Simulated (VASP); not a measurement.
# ZrSi6 (Pm-3m) in VASP: single point with PBE

Aim: the single point of ZrSi6 with PBE.

All numbers are computed with VASP 6.6.1; they aren't measurements. Logs are shortened: lines on timing, memory, paths and dates and some standing lists are left out, and cuts for length are marked.

## 1. The cell of the first run

It takes space group Pm-3m (No. 221, cubic). Conventional cell: a = 5.746 Å, b = 5.746 Å, c = 5.746 Å, α = 90.00°, β = 90.00°, γ = 90.00°. Within 5.5 Å of Zr (site symmetry m-3m) lie 24 Si at 4.22 Å. Within 3.0 Å of Si (site symmetry 4mm) lie 5 Si at 2.28 to 2.45 Å.

The cell was generated, and may not be a known phase.

## 2. Single point, PBE, collinear spin

File INCAR:

```
PREC = Accurate
ENCUT = 520
EDIFF = 1E-6
ISMEAR = 0
SIGMA = 0.1
LREAL = F
LASPH = T
NELM = 150
ALGO = Normal
ISIF = 2
LWAVE = F
LCHARG = F
ISPIN = 2
MAGMOM = 2.38 0 0 0 0 0 0
LORBIT = 11
LMAXMIX = 4
GGA = PE
NBANDS = 31
```

File KPOINTS:

```
regular mesh
0
Gamma
  8 8 8
```

File POSCAR:

```
ZrSi6
1.0
    5.7458583695      0.0000000000      0.0000000000
    0.0000000000      5.7458583695      0.0000000000
    0.0000000000      0.0000000000      5.7458583695
Zr Si
1 6
Direct
    0.5000000000      0.5000000000      0.5000000000
    0.6985990795      0.0000000000      0.0000000000
    0.3014009205      0.0000000000      0.0000000000
    0.0000000000      0.6985990795      0.0000000000
    0.0000000000      0.3014009205      0.0000000000
    0.0000000000      0.0000000000      0.6985990795
    0.0000000000      0.0000000000      0.3014009205
```

Potentials or basis: VASP PAW PBE potentials, release 64 (Zr_sv, Si).

Run with:

```sh
cat potpaw_PBE.64/Zr_sv/POTCAR potpaw_PBE.64/Si/POTCAR > POTCAR
mpirun -np 1 vasp_std > vasp.out
```

OUTCAR:

```text
PREC = Accurate
   ENCUT = 520
   EDIFF = 1E-6
   ISMEAR = 0
   LREAL = F
   LASPH = T
   NELM = 150
   ISIF = 2
   ISPIN = 2
   LORBIT = 11
   GGA = PE

 ion  position               nearest neighbor table
   1  0.500  0.500  0.500-
   2  0.699  0.000  0.000-   3 2.28   4 2.45   5 2.45   6 2.45   7 2.45
   3  0.301  0.000  0.000-   2 2.28   4 2.45   5 2.45   6 2.45   7 2.45
   4  0.000  0.699  0.000-   5 2.28   3 2.45   2 2.45   6 2.45   7 2.45
   5  0.000  0.301  0.000-   4 2.28   3 2.45   2 2.45   6 2.45   7 2.45
   6  0.000  0.000  0.699-   7 2.28   3 2.45   4 2.45   5 2.45   2 2.45
   7  0.000  0.000  0.301-   6 2.28   3 2.45   4 2.45   5 2.45   2 2.45

  LATTYP: Found a simple cubic cell.
 ALAT       =     5.7458583695

  Lattice vectors:

 A1 = (   5.7458583695,   0.0000000000,   0.0000000000)
 A2 = (   0.0000000000,   5.7458583695,   0.0000000000)
 A3 = (   0.0000000000,   0.0000000000,   5.7458583695)

Analysis of symmetry for initial positions (statically):
=====================================================================
 Subroutine PRICEL returns:
 Original cell was already a primitive cell.

 Routine SETGRP: Setting up the symmetry group for a
 simple cubic supercell.

 Subroutine GETGRP returns: Found 48 space group operations
 (whereof 48 operations were pure point group operations)
 out of a pool of 48 trial point group operations.

The static configuration has the point symmetry O_h .

Analysis of symmetry for dynamics (positions and initial velocities):
=====================================================================
 Subroutine PRICEL returns:
 Original cell was already a primitive cell.

 Routine SETGRP: Setting up the symmetry group for a
 simple cubic supercell.

 Subroutine GETGRP returns: Found 48 space group operations
 (whereof 48 operations were pure point group operations)
 out of a pool of 48 trial point group operations.

The dynamic configuration has the point symmetry O_h .

Analysis of structural, dynamic, and magnetic symmetry:
=====================================================================
 Subroutine PRICEL returns:
 Original cell was already a primitive cell.

 Routine SETGRP: Setting up the symmetry group for a
 simple cubic supercell.

 Subroutine GETGRP returns: Found 48 space group operations
 (whereof 48 operations were pure point group operations)
 out of a pool of 48 trial point group operations.

The overall configuration has the point symmetry O_h .

 Subroutine INISYM returns: Found 48 space group operations
 (whereof 48 operations are pure point group operations),
 and found     1 'primitive' translations

----------------------------------------------------------------------------------------

                                     Primitive cell

  volume of cell :     189.6989

  direct lattice vectors                    reciprocal lattice vectors
     5.745858369  0.000000000  0.000000000     0.174038400  0.000000000  0.000000000
     0.000000000  5.745858369  0.000000000     0.000000000  0.174038400  0.000000000
     0.000000000  0.000000000  5.745858369     0.000000000  0.000000000  0.174038400

  length of vectors
     5.745858369  5.745858369  5.745858369     0.174038400  0.174038400  0.174038400

  position of ions in fractional coordinates (direct lattice)
     0.500000000  0.500000000  0.500000000
     0.698599079  0.000000000  0.000000000
     0.301400921  0.000000000  0.000000000
     0.000000000  0.698599079  0.000000000
     0.000000000  0.301400921  0.000000000
     0.000000000  0.000000000  0.698599079
     0.000000000  0.000000000  0.301400921

  ion indices of the primitive-cell ions
   primitive index   ion index
                 1           1
                 2           2
                 3           3
                 4           4
                 5           5
                 6           6
                 7           7

----------------------------------------------------------------------------------------

 KPOINTS: regular mesh

Automatic generation of k-mesh.
 Grid dimensions read from file:
 generate k-points for:    8    8    8

 Generating k-lattice:

  Cartesian coordinates                     Fractional coordinates (reciprocal lattice)
     0.021754800  0.000000000  0.000000000     0.125000000  0.000000000  0.000000000
     0.000000000  0.021754800  0.000000000     0.000000000  0.125000000  0.000000000
     0.000000000  0.000000000  0.021754800     0.000000000  0.000000000  0.125000000

  Length of vectors
     0.021754800  0.021754800  0.021754800

  Shift w.r.t. Gamma in fractional coordinates (k-lattice)
     0.000000000  0.000000000  0.000000000

 Subroutine IBZKPT returns following result:
 ===========================================

 Found     35 irreducible k-points:

 Following reciprocal coordinates:
            Coordinates               Weight
  0.000000  0.000000  0.000000      1.000000
  0.125000  0.000000  0.000000      6.000000
  0.250000  0.000000  0.000000      6.000000
  0.375000  0.000000  0.000000      6.000000
  0.500000  0.000000  0.000000      3.000000
  0.125000  0.125000  0.000000     12.000000
[... 16 lines left out ...]
  0.375000  0.375000  0.125000     24.000000
  0.500000  0.375000  0.125000     24.000000
 [... further k-points ...]
   k-points           NKPTS =     35   k-points in BZ     NKDIM =     35   number of bands    NBANDS=     31
   number of dos      NEDOS =    301   number of ions     NIONS =      7
   total plane-waves  NPLWV = 110592
   dimension x,y,z NGX =    48 NGY =   48 NGZ =   48
   dimension x,y,z NGXF=    96 NGYF=   96 NGZF=   96
   ions per type =               1   6
   NGX,Y,Z   is equivalent  to a cutoff of  13.89, 13.89, 13.89 a.u.
   NGXF,Y,Z  is equivalent  to a cutoff of  27.78, 27.78, 27.78 a.u.
 SYSTEM =  unknown system
   PREC   = accura    normal or accurate (medium, high low for compatibility)
   ISTART =      0    job   : 0-new  1-cont  2-samecut
   ICHARG =      2    charge: 1-file 2-atom 10-const
   ISPIN  =      2    spin polarized calculation?
   LNONCOLLINEAR =      F non collinear calculations
   LSORBIT =      F    spin-orbit coupling
   LASPH  =      T    aspherical Exc in radial PAW
   ENCUT  =  520.0 eV  38.22 Ry    6.18 a.u.  10.68 10.68 10.68*2*pi/ulx,y,z
   NELM   =    150;   NELMIN=  2; NELMDL= -5     # of ELM steps
   EDIFF  = 0.1E-05   stopping-criterion for ELM
   LREAL  =      F    real-space projection
   EDIFFG = 0.1E-04   stopping-criterion for IOM
   NSW    =      0    number of steps for IOM
   IBRION =     -1    ionic relax: 0-MD 1-quasi-New 2-CG
   NFREE  =      0    steps in history (QN), initial steepest desc. (CG)
   ISIF   =      2    stress and relaxation
   ISYM   =      2    0-nonsym 1-usesym 2-fastsym
   POTIM  = 0.5000    time-step for ionic-motion
   TEBEG  =    0.0;   TEEND  =   0.0 temperature during run
   PSTRESS=    0.0 pullay stress
   NELECT =      36.0000    total number of electrons
   NUPDOWN=      -1.0000    fix difference up-down
   EMIN   =  10.00;   EMAX   =-10.00  energy-range for DOS
   EFERMI =   0.00;   METHOD = LEGACY
   ISMEAR =     0;   SIGMA  =   0.10  broadening in eV -4-tet -1-fermi 0-gaus
   EFERMI_NEDOS =   21; number of points for ismear=-14 and -15
   IALGO  =     38    algorithm
   IMIX   =      4    mixing-type and parameters
     AMIX     =   0.40;   BMIX     =  1.00
     AMIX_MAG =   1.60;   BMIX_MAG =  1.00
  volume/ion in A,a.u.               =      27.10       182.88
  Fermi-wavevector in a.u.,A,eV,Ry     =   0.940779  1.777814 12.042031  0.885064
  Thomas-Fermi vector in A             =   2.068224
   LORBIT       =     11    0 simple, 1 ext, 2 COOP (PROOUT), +10 PAW based schemes
   GGA     = PE    functional components
   LHFCALC =     F    Hartree Fock is set to
   AEXX    =    0.0000 exact exchange contribution
   IVDW    =     0    specifies the selected vdW correction
   LEPSILON=     F    determine dielectric tensor
   LRPA    =     F    only Hartree local field effects (RPA)
 spin polarized calculation
 Gauss-broadening in eV      SIGMA  =   0.10
  energy-cutoff  :      520.00
  volume of cell :      189.70
 maximum number of plane-waves:      5137
 NGX is ok and might be reduce to    48
   NGX = 21   NGY = 21   NGZ = 21

 number of electron      36.0000000 magnetization       2.3390575

 Free energy of the ion-electron system (eV)
  ---------------------------------------------------
  ext. energy  EPLUGINS =         0.00000000
  ---------------------------------------------------
  free energy    TOTEN  =       -31.83102401 eV

  energy without entropy =      -31.78836099  energy(sigma->0) =      -31.80969250

 E-fermi :   4.4011     XC(G=0):  -8.5005

 val. band max:        4.3965910452   @ k =   0.1250   0.1250   0.0000
 cond. band min:       4.4023661515   @ k =   0.3750   0.3750   0.0000
 fundamental gap:      0.0057751063
 Fermi energy:         4.4010523138

 spin component 1

 k-point     1 :       0.0000    0.0000    0.0000
  band No.  band energies     occupation
      1     -46.2166      1.00000
      2     -24.2705      1.00000
      3     -24.2705      1.00000
      4     -24.2705      1.00000
      5      -8.7312      1.00000
      6      -3.3598      1.00000
[... 22 lines left out ...]
     29       9.0096      0.00000
     30       9.0096      0.00000

 k-point     2 :       0.1250    0.0000    0.0000
  band No.  band energies     occupation
      1     -46.2166      1.00000
      2     -24.2706      1.00000
      3     -24.2705      1.00000
      4     -24.2705      1.00000
      5      -8.7040      1.00000
      6      -4.0978      1.00000
[... 718 lines left out ...]
 k-point    24 :       0.5000    0.3750    0.1250
  band No.  band energies     occupation
      1     -46.2166      1.00000
      2     -24.2708      1.00000
      3     -24.2707      1.00000
      4     -24.2705      1.00000
      5      -8.3056      1.00000
      6      -5.2390      1.00000
[... 22 lines left out ...]
     29       7.6445      0.00000
     30       7.8953      0.00000

 [... further k-points ...]

 spin component 2

 k-point     1 :       0.0000    0.0000    0.0000
  band No.  band energies     occupation
      1     -45.2694      1.00000
      2     -23.1575      1.00000
      3     -23.1575      1.00000
      4     -23.1575      1.00000
      5      -8.7277      1.00000
      6      -3.3855      1.00000
[... 22 lines left out ...]
     29       9.1084      0.00000
     30       9.1084      0.00000

 k-point     2 :       0.1250    0.0000    0.0000
  band No.  band energies     occupation
      1     -45.2694      1.00000
      2     -23.1575      1.00000
      3     -23.1575      1.00000
      4     -23.1575      1.00000
      5      -8.7003      1.00000
      6      -4.1178      1.00000
[... 718 lines left out ...]
 k-point    24 :       0.5000    0.3750    0.1250
  band No.  band energies     occupation
      1     -45.2694      1.00000
      2     -23.1578      1.00000
      3     -23.1577      1.00000
      4     -23.1575      1.00000
      5      -8.2973      1.00000
      6      -5.2627      1.00000
[... 22 lines left out ...]
     29       7.9021      0.00000
     30       8.0824      0.00000

 [... further k-points ...]

 [bands above 30 left out]

------------------------ aborting loop because EDIFF is reached ----------------------------------------

  FORCE on cell =-STRESS in cart. coord.  units (eV):
  Direction    XX          YY          ZZ          XY          YZ          ZX
  --------------------------------------------------------------------------------------
  -------------------------------------------------------------------------------------
  Total       -0.0665093     -0.0665093     -0.0665093     -0.0000000      0.0000000     -0.0000000
  in kB       -0.5617308     -0.5617308     -0.5617308     -0.0000000      0.0000000     -0.0000000
  external PRESSURE =      -0.5617308 kB  Pullay stress =       0.0000000 kB

 VOLUME and BASIS-vectors are now :
 -----------------------------------------------------------------------------
  energy-cutoff  :      520.00
  volume of cell :      189.70
      direct lattice vectors                 reciprocal lattice vectors
     5.745858369  0.000000000  0.000000000     0.174038400  0.000000000  0.000000000
     0.000000000  5.745858369  0.000000000     0.000000000  0.174038400  0.000000000
     0.000000000  0.000000000  5.745858369     0.000000000  0.000000000  0.174038400

 POSITION                                       TOTAL-FORCE (eV/Angst)
 -----------------------------------------------------------------------------------
      2.87293      2.87293      2.87293        -0.000000      0.000000     -0.000000
      4.01405      0.00000      0.00000        -0.000496     -0.000000     -0.000000
      1.73181      0.00000      0.00000         0.000496      0.000000     -0.000000
      0.00000      4.01405      0.00000        -0.000000     -0.000496     -0.000000
      0.00000      1.73181      0.00000        -0.000000      0.000496     -0.000000
      0.00000      0.00000      4.01405        -0.000000     -0.000000     -0.000496
      0.00000      0.00000      1.73181        -0.000000      0.000000      0.000496
 -----------------------------------------------------------------------------------
    total drift:                                0.000000     -0.000000     -0.000000

  FREE ENERGIE OF THE ION-ELECTRON SYSTEM (eV)
  ---------------------------------------------------
  free  energy   TOTEN  =       -31.8310240129 eV

  energy  without entropy=      -31.7883609901  energy(sigma->0) =      -31.80969250

 total charge

# of ion       s       p       d       tot
------------------------------------------
    1        2.153   5.877   1.576   9.606
    2        0.825   0.809   0.000   1.634
    3        0.825   0.809   0.000   1.634
    4        0.825   0.809   0.000   1.634
    5        0.825   0.809   0.000   1.634
    6        0.825   0.809   0.000   1.634
    7        0.825   0.809   0.000   1.634
--------------------------------------------------
tot          7.101  10.734   1.576  19.411

 magnetization (x)

# of ion       s       p       d       tot
------------------------------------------
    1        0.087   0.005   1.379   1.472
    2       -0.000  -0.011   0.000  -0.011
    3       -0.000  -0.011   0.000  -0.011
    4       -0.000  -0.011   0.000  -0.011
    5       -0.000  -0.011   0.000  -0.011
    6       -0.000  -0.011   0.000  -0.011
    7       -0.000  -0.011   0.000  -0.011
--------------------------------------------------
tot          0.084  -0.059   1.379   1.404
```

It took 4.2 min on 1 thread of Intel Xeon 6975P-C (Granite Rapids), shared host; peak memory 0.57 GiB.

Results:

* Free energy: -31.8310 eV
* Pressure: -0.1 GPa
* Net moment: 2.34 μB per cell
* Site moments: Zr +1.47; Si -0.01 μB
* Valence electrons inside the program's atomic spheres: Zr 9.61; Si 1.63
